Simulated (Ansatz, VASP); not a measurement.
# ZnAu in VASP and in Ansatz

Contents of INCAR:

```
SYSTEM = ZnAu
  PREC = Accurate
  ENCUT = 520
  EDIFF = 1E-8
  ISMEAR = -1
  SIGMA = 0.05
  LREAL = .False.
  LASPH = .True.
  NELM = 80
  ALGO = Normal
  ISIF = 2
  LWAVE = .False.
  LCHARG = .False.
  GGA = PS
  LEFG = .True.
  NBANDS = 18
```

File KPOINTS:

```
regular mesh
0
Gamma
  13 13 13
  0 0 0
```

Contents of POSCAR:

```
ZnAu
1.0
    3.1470000000      0.0000000000      0.0000000000
    0.0000000000      3.1470000000      0.0000000000
    0.0000000000      0.0000000000      3.2099400000
Zn Au
1 1
Direct
    0.5000000000      0.5000000000      0.5000000000
    0.0000000000      0.0000000000      0.0000000000
```

Input for Ansatz:

```yaml
crystal:
  lattice:
    - [3.147, 0.0, 0.0]
    - [0.0, 3.147, 0.0]
    - [0.0, 0.0, 3.20994]
  atoms:
    - { symbol: Zn, position: [0.5, 0.5, 0.5] }
    - { symbol: Au, position: [0.0, 0.0, 0.0] }
kpoints:
  mp_grid: { grid: [13, 13, 13] }
scf:
  occupations: { method: fermi_dirac, width: 0.05 }
hamiltonian:
  xc: pbesol
  pseudopotentials: { kind: paw }
output:
  forces: true
  stress: true
  eigenvalues: true
  efg: { contact_densities: true }
```

Change from the starting cell: zz strain of +2 %, PAW files.

Alike in both runs: task electric field gradients; functional PBEsol; k mesh 13 × 13 × 13; occupations fermi-dirac, width 0.05 eV; no spin polarisation.

```csv
,VASP,Ansatz
version,VASP 6.6.1,Ansatz 0.2.0
potentials or method,"VASP PAW PBE potentials, release 64 (Zn, Au)","PAW with Ansatz's default frozen-core files, scalar-relativistic"
plane-wave cutoff (eV),520,420
valence electrons in the cell,23,31
```

```tsv
	VASP	Ansatz	Ansatz less VASP
pressure (GPa)	-4.7	-4.8	-0.15
traceless stress, the component that is largest in VASP (GPa)	0.32	0.32	-0.004
size of Vzz on the site where it differs most (V/Å²)	5.0	3.1	-1.87
```

VASP's potentials were made for PBE, not for PBEsol. The functional is the same, so the differences come from potentials, cutoffs and numerics. VASP's potentials hold 23 valence electrons a cell and Ansatz's 31, so a difference there can come from the potentials and not from the codes.

Spin-orbit coupling is off throughout.
